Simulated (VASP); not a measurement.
# Si3Au (P6_3/mmc) in VASP: notebook, part 3 of 3

VASP 6.6.1. Earlier steps stand in the parts before.

## (7) Relaxation of cell and atoms, PBE

This run uses another cell than the first one, of 16.42 Å³/atom.

The input, INCAR:

```
SYSTEM = Si3Au
PREC     = Accurate       ! precision mode
ENCUT    = 600            ! plane-wave cutoff, eV
EDIFF    = 1E-7           ! SCF threshold, eV
ISMEAR   = 0              ! smearing method
SIGMA    = 0.1            ! smearing width, eV
LREAL    = .False.        ! projectors in reciprocal space
LASPH    = .True.         ! aspherical terms in the spheres
NELM     = 100            ! most SCF steps
ALGO     = Normal         ! electronic algorithm
ISIF     = 3              ! what is computed and relaxed
LWAVE    = .False.        ! write WAVECAR
LCHARG   = .False.        ! write CHGCAR
GGA      = PE             ! functional
IBRION   = 2              ! ionic algorithm
NSW      = 100            ! ionic steps
EDIFFG   = -0.01          ! ionic threshold
```

The input, KPOINTS:

```
regular mesh
0
Gamma
  6 6 8
  0 0 0
```

The input, POSCAR:

```
Si3Au
1.0
    5.7683298818      0.0000000000      0.0000000000
   -2.8841649409      4.9955202151      0.0000000000
    0.0000000000      0.0000000000      4.5596144186
Si Au
6 2
Direct
    0.8457667951      0.6915335901      0.2500000000
    0.1542332049      0.8457667951      0.7500000000
    0.3084664099      0.1542332049      0.2500000000
    0.1542332049      0.3084664099      0.7500000000
    0.8457667951      0.1542332049      0.2500000000
    0.6915335901      0.8457667951      0.7500000000
    0.3333333333      0.6666666667      0.2500000000
    0.6666666667      0.3333333333      0.7500000000
```

Potentials or basis: VASP PAW PBE potentials, release 64 (Si, Au).

Started as:

```console
> cat potpaw_PBE.64/Si/POTCAR potpaw_PBE.64/Au/POTCAR > POTCAR
> mpirun -np 1 vasp_std > vasp.out
```

OUTCAR:

```text
SYSTEM = Si3Au
   PREC = Accurate
   ENCUT = 600
   EDIFF = 1E-7
   ISMEAR = 0
   LREAL = .False.
   LASPH = .True.
   NELM = 100
   ISIF = 3
   GGA = PE
   IBRION = 2
   NSW = 100
   EDIFFG = -0.01

 ion  position               nearest neighbor table
   1  0.846  0.692  0.250-   3 2.67   5 2.67   2 2.75   2 2.75   6 2.75   6 2.75   7 2.89   7 2.89
                             8 2.90   8 2.90   5 3.10   3 3.10
   2  0.154  0.846  0.750-   6 2.67   4 2.67   1 2.75   1 2.75   3 2.75   3 2.75   8 2.89   8 2.89
                             7 2.90   7 2.90   6 3.10   4 3.10
   3  0.308  0.154  0.250-   5 2.67   1 2.67   2 2.75   2 2.75   4 2.75   4 2.75   7 2.89   7 2.89
                             8 2.90   8 2.90   5 3.10   1 3.10
   4  0.154  0.308  0.750-   2 2.67   6 2.67   5 2.75   5 2.75   3 2.75   3 2.75   8 2.89   8 2.89
                             7 2.90   7 2.90   2 3.10   6 3.10
   5  0.846  0.154  0.250-   3 2.67   1 2.67   4 2.75   4 2.75   6 2.75   6 2.75   7 2.89   7 2.89
                             8 2.90   8 2.90   3 3.10   1 3.10
   6  0.692  0.846  0.750-   2 2.67   4 2.67   5 2.75   5 2.75   1 2.75   1 2.75   8 2.89   8 2.89
                             7 2.90   7 2.90   2 3.10   4 3.10
   7  0.333  0.667  0.250-   1 2.89   3 2.89   5 2.89   5 2.89   1 2.89   3 2.89   2 2.90   2 2.90
                             6 2.90   6 2.90   4 2.90   4 2.90
   8  0.667  0.333  0.750-   4 2.89   6 2.89   2 2.89   2 2.89   4 2.89   6 2.89   5 2.90   5 2.90
                             3 2.90   3 2.90   1 2.90   1 2.90

  LATTYP: Found a hexagonal cell.
 ALAT       =     5.7683298818
 C/A-ratio  =     0.7904565987

  Lattice vectors:

 A1 = (   5.7683298818,   0.0000000000,   0.0000000000)
 A2 = (  -2.8841649409,   4.9955202151,   0.0000000000)
 A3 = (   0.0000000000,   0.0000000000,   4.5596144186)

Analysis of symmetry for initial positions (statically):
=====================================================================
 Subroutine PRICEL returns:
 Original cell was already a primitive cell.

 Routine SETGRP: Setting up the symmetry group for a
 hexagonal supercell.

 Subroutine GETGRP returns: Found 24 space group operations
 (whereof 12 operations were pure point group operations)
 out of a pool of 24 trial point group operations.

[... 160 lines left out ...]
 non-spin polarized calculation
 Gauss-broadening in eV      SIGMA  =   0.10
  energy-cutoff  :      600.00
  volume of cell :      131.39
 maximum number of plane-waves:      4416
 NGX is ok and might be reduce to    48
   NGX = 23   NGY = 23   NGZ = 19

--------------------------------------- Ionic step        1  -------------------------------------------

 number of electron      46.0000006 magnetization

 Free energy of the ion-electron system (eV)
  ---------------------------------------------------
  ext. energy  EPLUGINS =         0.00000000
  ---------------------------------------------------
  free energy    TOTEN  =       -34.81874202 eV

  energy without entropy =      -34.79862888  energy(sigma->0) =      -34.80868545

------------------------ aborting loop because EDIFF is reached ----------------------------------------

  FORCE on cell =-STRESS in cart. coord.  units (eV):
  Direction    XX          YY          ZZ          XY          YZ          ZX
  --------------------------------------------------------------------------------------
  -------------------------------------------------------------------------------------
  Total        0.2668704      0.2668704     -0.6131861      0.0000000     -0.0000000      0.0000000
  in kB        3.2542590      3.2542590     -7.4772848      0.0000000     -0.0000000      0.0000000
  external PRESSURE =      -0.3229223 kB  Pullay stress =       0.0000000 kB
[... 281 lines left out ...]
--------------------------------------- Ionic step        8  -------------------------------------------

 number of electron      46.0000007 magnetization

 Free energy of the ion-electron system (eV)
  ---------------------------------------------------
  ext. energy  EPLUGINS =         0.00000000
  ---------------------------------------------------
  free energy    TOTEN  =       -34.91250697 eV

  energy without entropy =      -34.90148775  energy(sigma->0) =      -34.90699736

 E-fermi :   9.2643     XC(G=0): -11.2866

 val. band max:        9.1941300100   @ k =   0.3333   0.0000   0.2500
 cond. band min:       9.2776494146   @ k =   0.3333   0.0000   0.3750
 fundamental gap:      0.0835194046
 Fermi energy:         9.2643487133

 k-point     1 :       0.0000    0.0000    0.0000
  band No.  band energies     occupation
      1      -3.8256      2.00000
      2       0.5758      2.00000
      3       0.5758      2.00000
      4       0.9430      2.00000
      5       2.2233      2.00000
      6       2.5191      2.00000
[... 733 lines left out ...]
     27      10.9067      0.00000
     28      11.5984      0.00000

 [... further k-points ...]

------------------------ aborting loop because EDIFF is reached ----------------------------------------

  FORCE on cell =-STRESS in cart. coord.  units (eV):
  Direction    XX          YY          ZZ          XY          YZ          ZX
  --------------------------------------------------------------------------------------
  -------------------------------------------------------------------------------------
  Total        0.0468170      0.0468170     -0.0254204      0.0000000      0.0000000      0.0000000
  in kB        0.5753622      0.5753622     -0.3124066      0.0000000      0.0000000      0.0000000
  external PRESSURE =       0.2794393 kB  Pullay stress =       0.0000000 kB
[... 23 lines left out ...]
  FREE ENERGIE OF THE ION-ELECTRON SYSTEM (eV)
  ---------------------------------------------------
  free  energy   TOTEN  =       -34.9125069702 eV

  energy  without entropy=      -34.9014877526  energy(sigma->0) =      -34.90699736

 reached required accuracy - stopping structural energy minimisation
```

CONTCAR:

```text
Si3Au
   1.00000000000000
     5.7537199801279968    0.0000000000000000   -0.0000000000000000
    -2.8768599900639984    4.9828676691048388   -0.0000000000000000
    -0.0000000000000000   -0.0000000000000000    4.5472079468178279
  Si              Au
     6     2
Direct
     0.8380300158135559    0.6760600315271168    0.2500000000000000
     0.1619699841864445    0.8380300158135559    0.7500000000000000
     0.3239399684728834    0.1619699841864443    0.2500000000000000
     0.1619699841864443    0.3239399684728832    0.7500000000000000
     0.8380300158135555    0.1619699841864443    0.2500000000000000
     0.6760600315271166    0.8380300158135559    0.7500000000000000
     0.3333333332999970    0.6666666667000030    0.2500000000000000
     0.6666666667000030    0.3333333332999970    0.7500000000000000

  0.00000000E+00  0.00000000E+00  0.00000000E+00
  0.00000000E+00  0.00000000E+00  0.00000000E+00
  0.00000000E+00  0.00000000E+00  0.00000000E+00
  0.00000000E+00  0.00000000E+00  0.00000000E+00
  0.00000000E+00  0.00000000E+00  0.00000000E+00
  0.00000000E+00  0.00000000E+00  0.00000000E+00
  0.00000000E+00  0.00000000E+00  0.00000000E+00
  0.00000000E+00  0.00000000E+00  0.00000000E+00
```

Wall time 7.8 min (1 thread of Intel Xeon Platinum 8488C (Sapphire Rapids), shared host); peak memory 0.38 GiB.

What came out:

```yaml
Free_energy: -34.9125 eV
Relaxed_volume: 16.30 Å³/atom
Relaxed_cell: a = 5.754 Å, b = 5.754 Å, c = 4.547 Å, α = 90.00°, β = 90.00°, γ = 120.00°
Space_group_after_relaxing_to_0.1_Å: P6_3/mmc (No. 194)
Energy_gained_by_relaxing: 11.7 meV/atom
Ionic_steps: 8
Pressure_after_relaxing: 0.0 GPa
Largest_force_after_relaxing: 0.009 eV/Å
Band_gap_on_the_k_mesh: zero (bands 23 and 24 overlap by 4.35 eV)
```

Forces on the atoms (eV/Å):
```
Si   0.000 -0.009  0.000
Si   0.008 -0.005  0.000
Si   0.008  0.005  0.000
Si   0.000  0.009  0.000
Si  -0.008  0.005  0.000
Si  -0.008 -0.005  0.000
Au   0.000  0.000  0.000
Au   0.000  0.000  0.000
```

The path:
```csv
step,energy change (eV),largest force (eV/Å),pressure (GPa),volume (Å³)
1,0.0000,0.3921,-0.03,131.39
2,-0.0409,0.2898,-0.19,131.32
3,-0.0831,0.0168,-0.37,131.15
4,-0.0834,0.0379,-0.38,131.16
5,-0.0915,0.0212,0.32,130.06
6,-0.0919,0.0159,0.52,129.76
7,-0.0930,0.0049,-0.29,130.77
8,-0.0938,0.0094,0.03,130.37
```

Final structure:
```yaml
crystal:
  lattice:
    - [5.75372, 0.00000, 0.00000]
    - [-2.87686, 4.98287, 0.00000]
    - [0.00000, 0.00000, 4.54721]
  atoms:
    - { symbol: Si, position: [0.83803, 0.67606, 0.25000] }
    - { symbol: Si, position: [0.16197, 0.83803, 0.75000] }
    - { symbol: Si, position: [0.32394, 0.16197, 0.25000] }
    - { symbol: Si, position: [0.16197, 0.32394, 0.75000] }
    - { symbol: Si, position: [0.83803, 0.16197, 0.25000] }
    - { symbol: Si, position: [0.67606, 0.83803, 0.75000] }
    - { symbol: Au, position: [0.33333, 0.66667, 0.25000] }
    - { symbol: Au, position: [0.66667, 0.33333, 0.75000] }
```

Levels at points of the mesh, in eV from the Fermi level:
| k point | band 19 | band 20 | band 21 | band 22 | band 23 | band 24 | band 25 | band 26 | band 27 | band 28 |
| --- | --- | --- | --- | --- | --- | --- | --- | --- | --- | --- |
| (0.00, 0.00, 0.00) | -2.96 | -0.73 | -0.73 | -0.50 | -0.50 | -0.23 | -0.23 | 0.67 | 1.98 | 2.00 |
| (0.50, 0.00, 0.00) | -1.98 | -1.66 | -1.56 | -1.25 | -0.36 | -0.25 | -0.24 | 0.08 | 0.73 | 1.88 |
| (0.00, 0.00, 0.50) | -3.01 | -3.01 | -2.36 | -2.36 | -2.36 | -2.36 | 3.07 | 3.07 | 3.78 | 3.78 |
| (0.50, 0.00, 0.50) | -1.19 | -1.19 | -0.66 | -0.66 | 0.31 | 0.31 | 1.10 | 1.10 | 2.32 | 2.32 |

Caveat: spin-orbit coupling is left out, which moves the levels of the heavy elements.

## (8) Summary

| task | cell | k mesh | cutoff (eV) | gap on the mesh (eV) | pressure (GPa) | relaxed volume (Å³/atom) | largest force (eV/Å) |
| --- | --- | --- | --- | --- | --- | --- | --- |
| single point | a = 5.689, b = 5.689, c = 4.566 Å, angles 90.0, 90.0, 120.0°, 8 atoms, atomic positions A | 6 × 6 × 4 | 520 | none | 1.7 | - | 0.43 |
| single point | a = 5.768, b = 5.768, c = 4.560 Å, angles 90.0, 90.0, 120.0°, 8 atoms, atomic positions B | 6 × 6 × 4 | 520 | none | -0.2 | - | 0.01 |
| single point | a = 5.757, b = 5.757, c = 4.547 Å, angles 90.0, 90.0, 120.0°, 8 atoms, atomic positions C | 6 × 6 × 8 | 520 | none | -0.1 | - | - |
| relaxation of cell and atoms | relaxed from a = 5.689, b = 5.689, c = 4.566 Å, angles 90.0, 90.0, 120.0°, 8 atoms, atomic positions A | 6 × 6 × 4 | 600 | none | 0.1 | 16.36 | 0.02 |
| single point | a = 5.775, b = 5.775, c = 4.524 Å, angles 90.0, 90.0, 120.0°, 8 atoms, atomic positions D | 12 × 12 × 8 | 520 | none | -0.1 | - | - |
| relaxation of cell and atoms | relaxed from a = 5.768, b = 5.768, c = 4.560 Å, angles 90.0, 90.0, 120.0°, 8 atoms, atomic positions B | 6 × 6 × 8 | 600 | none | 0.0 | 16.30 | 0.01 |

Alike in all rows: level PBE; potentials or basis VASP PAW PBE potentials, release 64 (Si, Au); no spin polarisation; smearing gaussian 0.1 eV.

Caveats: spin-orbit coupling is left out, which moves the levels of the heavy elements.

Absolute energies hang on the potentials; compare differences alone.

The gap in the log of VASP goes by the Fermi energy; the results here count the filled bands.